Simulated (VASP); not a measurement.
Runs of VASP 6.6.1 on ZnO. The structure is that of space group P6_3/mmc (No. 194), or close to it. The cells are those of the table. 

| cell | gap on the mesh (eV) | pressure (GPa) |
| --- | --- | --- |
| a = 3.337, b = 3.337, c = 6.917 Å, angles 90.0, 90.0, 120.0°, 4 atoms | 0.68 | (a) |
| a = 3.288, b = 3.288, c = 7.023 Å, angles 90.0, 90.0, 120.0°, 4 atoms | 0.73 | -3.9 |
| a = 3.189, b = 3.189, c = 7.237 Å, angles 90.0, 90.0, 120.0°, 4 atoms | 0.78 | 5.3 |
| a = 3.189, b = 3.189, c = 7.130 Å, angles 90.0, 90.0, 120.0°, 4 atoms | 0.77 | 5.4 |
| a = 3.387, b = 3.387, c = 7.023 Å, angles 90.0, 90.0, 120.0°, 4 atoms | 0.67 | -10.3 |
| a = 3.239, b = 3.239, c = 7.344 Å, angles 90.0, 90.0, 120.0°, 4 atoms | 0.80 | 0.3 |
| a = 3.239, b = 3.239, c = 7.130 Å, angles 90.0, 90.0, 120.0°, 4 atoms | 0.77 | 0.3 |
| a = 3.387, b = 3.387, c = 7.344 Å, angles 90.0, 90.0, 120.0°, 4 atoms | (d) | (c) |
| a = 3.288, b = 3.288, c = 6.917 Å, angles 90.0, 90.0, 120.0°, 4 atoms | 0.71 | -3.9 |
| a = 3.387, b = 3.387, c = 7.237 Å, angles 90.0, 90.0, 120.0°, 4 atoms | 0.72 | -10.0 |
| a = 3.387, b = 3.387, c = 7.130 Å, angles 90.0, 90.0, 120.0°, 4 atoms | 0.69 | (b) |
| a = 3.337, b = 3.337, c = 7.130 Å, angles 90.0, 90.0, 120.0°, 4 atoms | 0.73 | -7.3 |

Alike in all rows: task single point; level PBEsol; potentials or basis VASP PAW PBE potentials, release 64 (Zn, O); no spin polarisation; k mesh 9 × 9 × 4; cutoff (eV) 520; smearing gaussian 0.05 eV.

Q: Estimate the missing entries.

A: (a) -7.5; (b) -10.1; (c) -9.8; (d) 0.74.

Caveats: the PAW data sets were made with another functional, which shifts forces and pressure a little; an odd mesh through Γ misses points on the zone boundary, where band edges can lie; the cell stands under tension (at least some runs); the cell stands under pressure (at least some runs).
